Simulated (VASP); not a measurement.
# SiC (P6_3mc) in VASP: further runs

SiC is run at these levels: PBE; tasks: single point.

Program: VASP 6.6.1. These are calculated values, not measurements. Logs are shortened: lines on timing, memory, paths and dates and some standing lists are left out, and cuts for length are marked.

## (1) The cell of the first run

It takes space group P6_3mc (No. 186, hexagonal). The conventional cell has a = 3.293 Å, b = 3.293 Å, c = 5.191 Å, α = 90.00°, β = 90.00°, γ = 120.00°. Si (site symmetry 3m) has 4 C at 1.96 to 2.00 Å within 2.6 Å. Within 2.6 Å of C (site symmetry 3m) lie 4 Si at 1.96 to 2.00 Å.

## (2) Single point, PBE (12.18 Å³/atom)

The input, INCAR:

```
SYSTEM = SiC
PREC     = Accurate       ! precision mode
ENCUT    = 520            ! plane-wave cutoff, eV
EDIFF    = 1E-6           ! SCF threshold, eV
ISMEAR   = 0              ! smearing method
SIGMA    = 0.05           ! smearing width, eV
LREAL    = .FALSE.        ! projectors in reciprocal space
LASPH    = .TRUE.         ! aspherical terms in the spheres
NELM     = 80             ! most SCF steps
ALGO     = Normal         ! electronic algorithm
ISIF     = 2              ! what is computed and relaxed
LWAVE    = .FALSE.        ! write WAVECAR
LCHARG   = .FALSE.        ! write CHGCAR
GGA      = PE             ! functional
NBANDS   = 16             ! bands
```

The input, KPOINTS:

```
Automatic mesh
0
G
  12 12 6
  0 0 0
```

The input, POSCAR:

```
SiC
1.0
    3.2925310274      0.0000000000      0.0000000000
   -1.6462655137      2.8514155124      0.0000000000
    0.0000000000      0.0000000000      5.1906751646
Si C
2 2
Direct
    0.3333333333      0.6666666667      0.0036327737
    0.6666666667      0.3333333333      0.5036327737
    0.3333333333      0.6666666667      0.3813672263
    0.6666666667      0.3333333333      0.8813672263
```

Potentials or basis: VASP PAW PBE potentials, release 64 (Si, C).

Started as:

```sh
$ cat potpaw_PBE.64/Si/POTCAR potpaw_PBE.64/C/POTCAR > POTCAR
$ mpirun -np 1 vasp_std > vasp.out
```

OUTCAR:

```text
SYSTEM = SiC
   PREC = Accurate
   ENCUT = 520
   EDIFF = 1E-6
   ISMEAR = 0
   LREAL = .FALSE.
   LASPH = .TRUE.
   NELM = 80
   ISIF = 2
   GGA = PE

 ion  position               nearest neighbor table
   1  0.333  0.667  0.004-   3 1.96   4 2.00   4 2.00   4 2.00
   2  0.667  0.333  0.504-   4 1.96   3 2.00   3 2.00   3 2.00
   3  0.333  0.667  0.381-   1 1.96   2 2.00   2 2.00   2 2.00
   4  0.667  0.333  0.881-   2 1.96   1 2.00   1 2.00   1 2.00

  LATTYP: Found a hexagonal cell.
 ALAT       =     3.2925310274
 C/A-ratio  =     1.5765000000

  Lattice vectors:

 A1 = (   3.2925310274,   0.0000000000,   0.0000000000)
 A2 = (  -1.6462655137,   2.8514155124,   0.0000000000)
 A3 = (   0.0000000000,   0.0000000000,   5.1906751646)

Analysis of symmetry for initial positions (statically):
=====================================================================
 Subroutine PRICEL returns:
 Original cell was already a primitive cell.

 Routine SETGRP: Setting up the symmetry group for a
 hexagonal supercell.

 Subroutine GETGRP returns: Found 12 space group operations
 (whereof  6 operations were pure point group operations)
 out of a pool of 24 trial point group operations.

The static configuration has the point symmetry C_3v.
 The point group associated with its full space group is C_6v.

Analysis of symmetry for dynamics (positions and initial velocities):
=====================================================================
 Subroutine PRICEL returns:
 Original cell was already a primitive cell.

 Routine SETGRP: Setting up the symmetry group for a
 hexagonal supercell.

 Subroutine GETGRP returns: Found 12 space group operations
 (whereof  6 operations were pure point group operations)
 out of a pool of 24 trial point group operations.

The dynamic configuration has the point symmetry C_3v.
 The point group associated with its full space group is C_6v.

 Subroutine INISYM returns: Found 12 space group operations
 (whereof  6 operations are pure point group operations),
 and found     1 'primitive' translations

----------------------------------------------------------------------------------------

                                     Primitive cell

  volume of cell :      48.7320

  direct lattice vectors                    reciprocal lattice vectors
     3.292531027  0.000000000  0.000000000     0.303717715  0.175351504  0.000000000
    -1.646265514  2.851415512  0.000000000     0.000000000  0.350703009  0.000000000
     0.000000000  0.000000000  5.190675165     0.000000000  0.000000000  0.192653165

  length of vectors
     3.292531027  3.292531027  5.190675165     0.350703009  0.350703009  0.192653165

  position of ions in fractional coordinates (direct lattice)
     0.333333333  0.666666667  0.003632774
     0.666666667  0.333333333  0.503632774
     0.333333333  0.666666667  0.381367226
     0.666666667  0.333333333  0.881367226

  ion indices of the primitive-cell ions
   primitive index   ion index
                 1           1
                 2           2
                 3           3
                 4           4

----------------------------------------------------------------------------------------

 KPOINTS: Automatic mesh

Automatic generation of k-mesh.
 Grid dimensions read from file:
 generate k-points for:   12   12    6

 Generating k-lattice:

  Cartesian coordinates                     Fractional coordinates (reciprocal lattice)
     0.025309810  0.014612625  0.000000000     0.083333333  0.000000000  0.000000000
     0.000000000  0.029225251  0.000000000     0.000000000  0.083333333  0.000000000
     0.000000000  0.000000000  0.032108861     0.000000000  0.000000000  0.166666667

  Length of vectors
     0.029225251  0.029225251  0.032108861

  Shift w.r.t. Gamma in fractional coordinates (k-lattice)
     0.000000000  0.000000000  0.000000000

 Subroutine IBZKPT returns following result:
 ===========================================

 Found     76 irreducible k-points:

 Following reciprocal coordinates:
            Coordinates               Weight
  0.000000  0.000000  0.000000      1.000000
  0.083333 -0.000000  0.000000      6.000000
  0.166667 -0.000000  0.000000      6.000000
  0.250000 -0.000000  0.000000      6.000000
  0.333333  0.000000  0.000000      6.000000
  0.416667  0.000000  0.000000      6.000000
[... 16 lines left out ...]
  0.250000 -0.000000  0.166667     12.000000
  0.333333  0.000000  0.166667     12.000000
 [... further k-points ...]
   k-points           NKPTS =     76   k-points in BZ     NKDIM =     76   number of bands    NBANDS=     16
   number of dos      NEDOS =    301   number of ions     NIONS =      4
   total plane-waves  NPLWV =  23040
   dimension x,y,z NGX =    24 NGY =   24 NGZ =   40
   dimension x,y,z NGXF=    48 NGYF=   48 NGZF=   80
   ions per type =               2   2
   NGX,Y,Z   is equivalent  to a cutoff of  12.12, 12.12, 12.81 a.u.
   NGXF,Y,Z  is equivalent  to a cutoff of  24.24, 24.24, 25.62 a.u.
 SYSTEM =  SiC
   PREC   = accura    normal or accurate (medium, high low for compatibility)
   ISTART =      0    job   : 0-new  1-cont  2-samecut
   ICHARG =      2    charge: 1-file 2-atom 10-const
   ISPIN  =      1    spin polarized calculation?
   LNONCOLLINEAR =      F non collinear calculations
   LSORBIT =      F    spin-orbit coupling
   LASPH  =      T    aspherical Exc in radial PAW
   ENCUT  =  520.0 eV  38.22 Ry    6.18 a.u.   6.12  6.12  9.65*2*pi/ulx,y,z
   NELM   =     80;   NELMIN=  2; NELMDL= -5     # of ELM steps
   EDIFF  = 0.1E-05   stopping-criterion for ELM
   LREAL  =      F    real-space projection
   EDIFFG = 0.1E-04   stopping-criterion for IOM
   NSW    =      0    number of steps for IOM
[... 5 lines left out ...]
   TEBEG  =    0.0;   TEEND  =   0.0 temperature during run
   PSTRESS=    0.0 pullay stress
   NELECT =      16.0000    total number of electrons
   NUPDOWN=      -1.0000    fix difference up-down
   EMIN   =  10.00;   EMAX   =-10.00  energy-range for DOS
   EFERMI =   0.00;   METHOD = LEGACY
   ISMEAR =     0;   SIGMA  =   0.05  broadening in eV -4-tet -1-fermi 0-gaus
   EFERMI_NEDOS =   21; number of points for ismear=-14 and -15
   IALGO  =     38    algorithm
   IMIX   =      4    mixing-type and parameters
     AMIX     =   0.40;   BMIX     =  1.00
     AMIX_MAG =   1.60;   BMIX_MAG =  1.00
  volume/ion in A,a.u.               =      12.18        82.21
  Fermi-wavevector in a.u.,A,eV,Ry     =   1.129389  2.134235 17.354485  1.275519
  Thomas-Fermi vector in A             =   2.266082
   LORBIT       =      0    0 simple, 1 ext, 2 COOP (PROOUT), +10 PAW based schemes
   GGA     = PE    functional components
   LHFCALC =     F    Hartree Fock is set to
   AEXX    =    0.0000 exact exchange contribution
   IVDW    =     0    specifies the selected vdW correction
   LEPSILON=     F    determine dielectric tensor
   LRPA    =     F    only Hartree local field effects (RPA)
 non-spin polarized calculation
 Gauss-broadening in eV      SIGMA  =   0.05
  energy-cutoff  :      520.00
  volume of cell :       48.73
 maximum number of plane-waves:      1329
   NGX = 13   NGY = 13   NGZ = 19

 number of electron      16.0000000 magnetization

 Free energy of the ion-electron system (eV)
  ---------------------------------------------------
  ext. energy  EPLUGINS =         0.00000000
  ---------------------------------------------------
  free energy    TOTEN  =       -29.48929171 eV

  energy without entropy =      -29.48929171  energy(sigma->0) =      -29.48929171

 E-fermi :   6.7593     XC(G=0): -10.6441

 val. band max:        6.5337962058   @ k =   0.0000   0.0000   0.0000
 cond. band min:       8.7367652327   @ k =   0.5000  -0.0000   0.0000
 fundamental gap:      2.2029690269
 Fermi energy:         6.7593050702

 k-point     1 :       0.0000    0.0000    0.0000
  band No.  band energies     occupation
      1      -7.8211      2.00000
      2      -4.5421      2.00000
      3      -1.2517      2.00000
      4       5.0476      2.00000
      5       5.0476      2.00000
      6       6.4615      2.00000
[... 8 lines left out ...]
     15      14.3037      0.00000
     16      16.7352      0.00000

 k-point     2 :       0.0833   -0.0000    0.0000
  band No.  band energies     occupation
      1      -7.7191      2.00000
      2      -4.4578      2.00000
      3      -1.1673      2.00000
      4       4.4001      2.00000
      5       4.8726      2.00000
      6       5.9744      2.00000
[... 8 lines left out ...]
     15      14.5803      0.00000
     16      16.2217      0.00000

 k-point     3 :       0.1667   -0.0000    0.0000
  band No.  band energies     occupation
      1      -7.4165      2.00000
      2      -4.2151      2.00000
      3      -0.9298      2.00000
      4       3.0872      2.00000
      5       4.4696      2.00000
      6       4.8967      2.00000
[... 8 lines left out ...]
     15      15.2720      0.00000
     16      15.3736      0.00000

 k-point     4 :       0.2500   -0.0000    0.0000
  band No.  band energies     occupation
      1      -6.9248      2.00000
      2      -3.8557      2.00000
      3      -0.6197      2.00000
      4       1.7813      2.00000
      5       3.6326      2.00000
      6       4.0260      2.00000
[... 8 lines left out ...]
     15      15.4638      0.00000
     16      16.1427      0.00000

 k-point     5 :       0.3333    0.0000    0.0000
  band No.  band energies     occupation
      1      -6.2733      2.00000
      2      -3.5072      2.00000
      3      -0.5573      2.00000
      4       1.0820      2.00000
      5       2.3914      2.00000
      6       3.6565      2.00000
[... 8 lines left out ...]
     15      16.3040      0.00000
     16      16.8415      0.00000

 k-point     6 :       0.4167    0.0000    0.0000
  band No.  band energies     occupation
      1      -5.5475      2.00000
      2      -3.4747      2.00000
      3      -0.7696      2.00000
      4       1.1677      2.00000
      5       1.4628      2.00000
      6       3.4179      2.00000
[... 8 lines left out ...]
     15      16.4041      0.00000
     16      17.3827      0.00000
[... 267 lines left out ...]
 k-point    21 :       0.0833   -0.0000    0.1667
  band No.  band energies     occupation
      1      -7.5926      2.00000
      2      -4.9360      2.00000
      3      -0.4959      2.00000
      4       4.4967      2.00000
      5       4.9556      2.00000
      6       5.5016      2.00000
[... 8 lines left out ...]
     15      14.3033      0.00000
     16      16.3325      0.00000

 k-point    22 :       0.1667   -0.0000    0.1667
  band No.  band energies     occupation
      1      -7.2911      2.00000
      2      -4.6767      2.00000
      3      -0.3038      2.00000
      4       3.2229      2.00000
      5       4.4924      2.00000
      6       4.5596      2.00000
[... 8 lines left out ...]
     15      15.0425      0.00000
     16      15.9144      0.00000

 k-point    23 :       0.2500   -0.0000    0.1667
  band No.  band energies     occupation
      1      -6.8018      2.00000
      2      -4.2795      2.00000
      3      -0.1429      2.00000
      4       2.0264      2.00000
      5       3.2337      2.00000
      6       4.1217      2.00000
[... 8 lines left out ...]
     15      16.0007      0.00000
     16      16.0735      0.00000

 k-point    24 :       0.3333    0.0000    0.1667
  band No.  band energies     occupation
      1      -6.1546      2.00000
      2      -3.8407      2.00000
      3      -0.4585      2.00000
      4       1.5622      2.00000
      5       2.0199      2.00000
      6       3.7557      2.00000
[... 8 lines left out ...]
     15      16.4911      0.00000
     16      17.0666      0.00000

 [... further k-points ...]

------------------------ aborting loop because EDIFF is reached ----------------------------------------

  FORCE on cell =-STRESS in cart. coord.  units (eV):
  Direction    XX          YY          ZZ          XY          YZ          ZX
  --------------------------------------------------------------------------------------
  -------------------------------------------------------------------------------------
  Total       -8.6166842     -8.6166842     -4.0382379      0.0000000      0.0000000      0.0000000
  in kB     -283.2934434   -283.2934434   -132.7664205      0.0000000      0.0000000      0.0000000
  external PRESSURE =    -233.1177691 kB  Pullay stress =       0.0000000 kB

 VOLUME and BASIS-vectors are now :
 -----------------------------------------------------------------------------
  energy-cutoff  :      520.00
  volume of cell :       48.73
      direct lattice vectors                 reciprocal lattice vectors
     3.292531027  0.000000000  0.000000000     0.303717715  0.175351504  0.000000000
    -1.646265514  2.851415512  0.000000000     0.000000000  0.350703009  0.000000000
     0.000000000  0.000000000  5.190675165     0.000000000  0.000000000  0.192653165

 POSITION                                       TOTAL-FORCE (eV/Angst)
 -----------------------------------------------------------------------------------
     -0.00000      1.90094      0.01886        -0.000000      0.000000     -0.001567
      1.64627      0.95047      2.61419         0.000000      0.000000     -0.001567
     -0.00000      1.90094      1.97955        -0.000000     -0.000000      0.001567
      1.64627      0.95047      4.57489        -0.000000      0.000000      0.001567
 -----------------------------------------------------------------------------------
    total drift:                               -0.000000     -0.000000      0.000023

  FREE ENERGIE OF THE ION-ELECTRON SYSTEM (eV)
  ---------------------------------------------------
  free  energy   TOTEN  =       -29.4892917099 eV

  energy  without entropy=      -29.4892917099  energy(sigma->0) =      -29.48929171
```

Wall time 30 s (1 thread of Intel Xeon Platinum 8488C (Sapphire Rapids), shared host); peak memory 0.18 GiB.

What came out:

| Quantity | Value |
| --- | --- |
| Free energy | -29.4893 eV |
| Pressure | -23.3 GPa |
| Band gap on the k mesh | 2.20 eV (least direct gap 2.89 eV) |

Caveat: the stress differs along the axes, from -28 to -13 GPa. A k mesh can miss the band edges.

(Part 1 of 2 ends here.)
